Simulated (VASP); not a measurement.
# AlGa3N4 (R3m) in VASP: a series of runs, part 2 of 2

VASP 6.6.1. Earlier steps stand in the parts before.

## 4. Single point, LDA

This run uses another cell than the first one, of 10.52 Å³/atom.

Contents of INCAR:

```
SYSTEM = AlGa3N4
ALGO = Normal
EDIFF = 1E-6
ENCUT = 1330
GGA_COMPAT = .FALSE.
ISIF = 2
ISMEAR = 0
LASPH = .TRUE.
LCHARG = .TRUE.
LELF = .TRUE.
LREAL = .FALSE.
LVHAR = .TRUE.
LWAVE = .FALSE.
NBANDS = 41
NELM = 120
PREC = Accurate
SIGMA = 0.05
```

Contents of KPOINTS:

```
k-points
0
G
  6 6 6
  0 0 0
```

Contents of POSCAR:

```
AlGa3N4
1.0
    4.3824846439      0.0515716627      0.0515716627
    0.0515716627      4.3824846439      0.0515716627
    0.0515716627      0.0515716627      4.3824846439
Al Ga N
1 3 4
Direct
    0.0000000000      0.0000000000      0.0000000000
    0.5000000000      0.5000000000      0.0000000000
    0.5000000000      0.0000000000      0.5000000000
    0.0000000000      0.5000000000      0.5000000000
    0.7548078379      0.7548078379      0.2451921621
    0.7548078379      0.2451921621      0.7548078379
    0.2451921621      0.7548078379      0.7548078379
    0.2451921621      0.2451921621      0.2451921621
```

Run with:

```
> cat potpaw_LDA.64/Al/POTCAR potpaw_LDA.64/Ga_d/POTCAR potpaw_LDA.64/N_h/POTCAR > POTCAR
> mpirun -np 1 vasp_std > vasp.out
```

It took 9.8 min on 1 thread of AMD EPYC 7R43 (Zen 3), shared host; peak memory 0.51 GiB.

It converged, with:

```
Free energy            : -58.0419 eV
Pressure               : 8.1 GPa
Largest force          : 0.486 eV/Å
Band gap on the k mesh : 2.70 eV
```

Forces on the atoms (eV/Å):
```
Al   0.230  0.230  0.230
Ga   0.239  0.239  0.227
Ga   0.239  0.227  0.239
Ga   0.227  0.239  0.239
N   -0.208 -0.208 -0.237
N   -0.208 -0.237 -0.208
N   -0.237 -0.208 -0.208
N   -0.281 -0.281 -0.281
```

Stress tensor (GPa, compression positive):
```
 8.15 -5.35 -5.35
-5.35  8.15 -5.35
-5.35 -5.35  8.15
```

Levels at points of the mesh, in eV from the valence-band top:
```tsv
k point	band 27	band 28	band 29	band 30	band 31	band 32	band 33	band 34	band 35	band 36
(0.00, 0.00, 0.00)	-2.55	-2.55	-0.17	0.00	0.00	2.70	3.31	3.31	3.35	6.69
(0.50, 0.00, 0.00)	-2.89	-1.77	-1.53	-1.45	-1.21	5.03	5.11	6.18	6.21	8.00
(0.50, 0.50, 0.00)	-3.26	-1.13	-1.11	-0.99	-0.71	6.96	7.11	7.19	7.33	7.61
(0.50, 0.50, 0.50)	-0.92	-0.92	-0.82	-0.69	-0.69	5.18	5.18	5.47	6.57	9.07
```

Caveat: the cell stands under pressure.

## 5. Single point, LDA

Contents of INCAR:

```
  PREC = Accurate
  ENCUT = 1330
  EDIFF = 1E-6
  ISMEAR = 0
  SIGMA = 0.05
  LREAL = F
  LASPH = T
  NELM = 120
  ALGO = Normal
  ISIF = 2
  LWAVE = F
  LCHARG = T
  GGA = CA
  LELF = T
  LVHAR = T
  NBANDS = 41
  GGA_COMPAT = F
```

Contents of KPOINTS:

```
regular mesh
0
Gamma
  6 6 6
```

POSCAR: that of step 4 with these lines changed.

```diff
@@ -2,5 +2,5 @@
 1.0
-    4.3824846439      0.0515716627      0.0515716627
-    0.0515716627      4.3824846439      0.0515716627
-    0.0515716627      0.0515716627      4.3824846439
+    4.3382171223     -0.0515716627     -0.0515716627
+   -0.0515716627      4.3382171223     -0.0515716627
+   -0.0515716627     -0.0515716627      4.3382171223
 Al Ga N
```

Run with:

```
> cat potpaw_LDA.64/Al/POTCAR potpaw_LDA.64/Ga_d/POTCAR potpaw_LDA.64/N_h/POTCAR > POTCAR
> mpirun -np 1 vasp_std > vasp.out
```

It took 13 min on 1 thread of Intel Xeon Platinum 8375C at 2.90GHz (Ice Lake), shared host; peak memory 0.53 GiB.

It converged, with:

```yaml
Free_energy: -57.8432 eV
Pressure: 15.9 GPa
Largest_force: 0.637 eV/Å
Band_gap_on_the_k_mesh: 2.87 eV
```

Forces in eV/Å, atoms in the order of the input:
```
Al  -0.355 -0.355 -0.355
Ga  -0.372 -0.372 -0.348
Ga  -0.372 -0.348 -0.372
Ga  -0.348 -0.372 -0.372
N    0.396  0.396  0.303
N    0.396  0.303  0.396
N    0.303  0.396  0.396
N    0.352  0.352  0.352
```

Stress tensor (GPa, compression positive):
```
15.87  6.39  6.39
 6.39 15.87  6.39
 6.39  6.39 15.87
```

Levels at points of the mesh, in eV from the valence-band top:
```csv
k point,band 29,band 30,band 31,band 32,band 33,band 34
"(0.00, 0.00, 0.00)",-0.15,-0.15,0.00,2.87,3.28,3.30
"(0.50, 0.00, 0.00)",-1.63,-1.54,-1.29,5.11,5.19,6.21
"(0.50, 0.50, 0.00)",-1.19,-1.06,-0.78,7.10,7.22,7.45
"(0.50, 0.50, 0.50)",-0.80,-0.80,-0.80,5.25,5.58,5.58
```

Caveat: the cell stands under pressure.

## 6. Single point, LDA

This run uses another cell than the first one, of 10.52 Å³/atom.

Contents of INCAR:

```
  ALGO = Normal
  EDIFF = 1E-6
  ENCUT = 1330
  GGA = CA
  GGA_COMPAT = False
  ISIF = 2
  ISMEAR = 0
  LASPH = True
  LCHARG = False
  LREAL = False
  LWAVE = False
  NBANDS = 41
  NELM = 120
  PREC = Accurate
  SIGMA = 0.05
```

Contents of KPOINTS:

```
k-points
0
Gamma
  6 6 6
```

POSCAR: that of step 5 with these lines changed.

```diff
@@ -2,5 +2,5 @@
 1.0
-    4.3382171223     -0.0515716627     -0.0515716627
-   -0.0515716627      4.3382171223     -0.0515716627
-   -0.0515716627     -0.0515716627      4.3382171223
+    4.3824846439     -0.0515716627     -0.0515716627
+   -0.0515716627      4.3824846439     -0.0515716627
+   -0.0515716627     -0.0515716627      4.3824846439
 Al Ga N
```

Potentials or basis: VASP PAW LDA potentials, release 64 (Al, Ga_d, N_h).

Run with:

```
> cat potpaw_LDA.64/Al/POTCAR potpaw_LDA.64/Ga_d/POTCAR potpaw_LDA.64/N_h/POTCAR > POTCAR
> mpirun -np 1 vasp_std > vasp.out
```

OUTCAR:

```text
EDIFF = 1E-6
   ENCUT = 1330
   GGA = CA
   ISIF = 2
   ISMEAR = 0
   LASPH = True
   LREAL = False
   NELM = 120
   PREC = Accurate

 ion  position               nearest neighbor table
   1  0.000  0.000  0.000-   8 1.82   6 1.88   7 1.88   5 1.88   3 3.06   4 3.06   2 3.06   4 3.06
                             3 3.06   2 3.06   4 3.14   3 3.14   2 3.14   3 3.14   4 3.14   2 3.14
   2  0.500  0.500  0.000-   5 1.87   8 1.92   7 1.93   6 1.93   1 3.06   1 3.06   1 3.14   1 3.14

   3  0.500  0.000  0.500-   6 1.87   8 1.92   7 1.93   5 1.93   1 3.06   1 3.06   1 3.14   1 3.14

   4  0.000  0.500  0.500-   7 1.87   8 1.92   6 1.93   5 1.93   1 3.06   1 3.06   1 3.14   1 3.14

   5  0.755  0.755  0.245-   2 1.87   1 1.88   3 1.93   4 1.93
   6  0.755  0.245  0.755-   3 1.87   1 1.88   4 1.93   2 1.93
   7  0.245  0.755  0.755-   4 1.87   1 1.88   3 1.93   2 1.93
   8  0.245  0.245  0.245-   1 1.82   2 1.92   3 1.92   4 1.92

  LATTYP: Found a trigonal (rhomboedric) cell.
 ALAT       =     4.3830914805
 COS(alpha) =    -0.0233903972

  Lattice vectors:

[... 196 lines left out ...]
 Fermi energy:         6.5174649557

 k-point     1 :       0.0000    0.0000    0.0000
  band No.  band energies     occupation
      1      -9.8841      2.00000
      2      -8.4802      2.00000
      3      -8.4802      2.00000
      4      -8.4064      2.00000
      5      -7.1578      2.00000
      6      -7.1238      2.00000
[... 1045 lines left out ...]
     40      16.3996      0.00000
     41      16.7624      0.00000

 [... further k-points ...]

------------------------ aborting loop because EDIFF is reached ----------------------------------------

  FORCE on cell =-STRESS in cart. coord.  units (eV):
  Direction    XX          YY          ZZ          XY          YZ          ZX
  --------------------------------------------------------------------------------------
  -------------------------------------------------------------------------------------
  Total        4.2979833      4.2979833      4.2979833      3.0314749      3.0314749      3.0314749
  in kB       81.8457195     81.8457195     81.8457195     57.7278292     57.7278292     57.7278292
  external PRESSURE =      81.8457195 kB  Pullay stress =       0.0000000 kB

 VOLUME and BASIS-vectors are now :
 -----------------------------------------------------------------------------
  energy-cutoff  :     1330.00
  volume of cell :       84.14
      direct lattice vectors                 reciprocal lattice vectors
     4.382484644 -0.051571663 -0.051571663     0.228245029  0.002717897  0.002717897
    -0.051571663  4.382484644 -0.051571663     0.002717897  0.228245029  0.002717897
    -0.051571663 -0.051571663  4.382484644     0.002717897  0.002717897  0.228245029

 POSITION                                       TOTAL-FORCE (eV/Angst)
 -----------------------------------------------------------------------------------
      0.00000      0.00000      0.00000        -0.304732     -0.304732     -0.304732
      2.16546      2.16546     -0.05157        -0.317555     -0.317555     -0.295004
      2.16546     -0.05157      2.16546        -0.317555     -0.295004     -0.317555
     -0.05157      2.16546      2.16546        -0.295004     -0.317555     -0.317555
      3.25636      3.25636      0.99670         0.334208      0.334208      0.259287
      3.25636      0.99670      3.25636         0.334208      0.259287      0.334208
      0.99670      3.25636      3.25636         0.259287      0.334208      0.334208
      1.04926      1.04926      1.04926         0.307142      0.307142      0.307142
 -----------------------------------------------------------------------------------
    total drift:                                0.000045      0.000045      0.000045

  FREE ENERGIE OF THE ION-ELECTRON SYSTEM (eV)
  ---------------------------------------------------
  free  energy   TOTEN  =       -58.0350580344 eV

  energy  without entropy=      -58.0350580344  energy(sigma->0) =      -58.03505803
```

OSZICAR:

```text
N       E                     dE             d eps       ncg     rms          rms(c)
DAV:   1     0.914922607432E+03    0.91492E+03   -0.48902E+04  3104   0.466E+03
DAV:   2     0.147434689584E+03   -0.76749E+03   -0.71895E+03  2648   0.102E+03
DAV:   3    -0.438112473164E+02   -0.19125E+03   -0.18060E+03  3141   0.295E+02
DAV:   4    -0.660272840874E+02   -0.22216E+02   -0.21819E+02  3437   0.903E+01
DAV:   5    -0.671812547811E+02   -0.11540E+01   -0.11494E+01  3588   0.197E+01    0.160E+01
DAV:   6    -0.579689155942E+02    0.92123E+01   -0.24725E+01  5094   0.623E+01    0.420E+00
DAV:   7    -0.581530243023E+02   -0.18411E+00   -0.45806E+00  3089   0.112E+01    0.292E+00
DAV:   8    -0.580680919902E+02    0.84932E-01   -0.53480E-01  4334   0.790E+00    0.103E+00
DAV:   9    -0.580342161575E+02    0.33876E-01   -0.14089E-01  4422   0.512E+00    0.184E-01
DAV:  10    -0.580351833962E+02   -0.96724E-03   -0.22947E-02  3564   0.830E-01    0.130E-01
DAV:  11    -0.580350985009E+02    0.84895E-04   -0.14640E-03  3544   0.285E-01    0.562E-02
DAV:  12    -0.580350563084E+02    0.42192E-04   -0.22231E-04  4111   0.905E-02    0.142E-02
DAV:  13    -0.580350582965E+02   -0.19881E-05   -0.35697E-05  4000   0.427E-02    0.626E-03
DAV:  14    -0.580350580344E+02    0.26217E-06   -0.56652E-06  2949   0.157E-02
   1 F= -.58035058E+02 E0= -.58035058E+02  d E =-.908519E-16
```

Wall time 8.9 min (1 thread of Intel Xeon Platinum 8259CL at 2.50GHz (Skylake/Cascade Lake), shared host); peak memory 0.56 GiB.

Results:

```
Free energy            : -58.0351 eV
Pressure               : 8.2 GPa
Largest force          : 0.539 eV/Å
Band gap on the k mesh : 2.66 eV
```

Forces on the atoms (eV/Å):
```
Al  -0.305 -0.305 -0.305
Ga  -0.318 -0.318 -0.295
Ga  -0.318 -0.295 -0.318
Ga  -0.295 -0.318 -0.318
N    0.334  0.334  0.259
N    0.334  0.259  0.334
N    0.259  0.334  0.334
N    0.307  0.307  0.307
```

Caveat: the cell stands under pressure.

## 7. Summary

```csv
cell,gap on the mesh (eV),pressure (GPa),largest force (eV/Å)
"a = 4.339 Å, angles 88.6°, 8 atoms",2.91,15.8,0.58
"a = 4.427 Å, angles 91.3°, 8 atoms",2.46,1.5,0.46
"a = 4.383 Å, angles 88.6°, 8 atoms",2.70,8.1,0.49
"a = 4.339 Å, angles 91.4°, 8 atoms",2.87,15.9,0.64
"a = 4.383 Å, angles 91.3°, 8 atoms",2.66,8.2,0.54
```

Alike in all rows: task single point; level LDA; potentials or basis VASP PAW LDA potentials, release 64 (Al, Ga_d, N_h); no spin polarisation; k mesh 6 × 6 × 6; cutoff (eV) 1330; smearing gaussian 0.05 eV.

Caveats: the cell stands under pressure (at least some runs).

Total energies depend on the potentials used, so only differences within one code and one set of settings carry meaning.
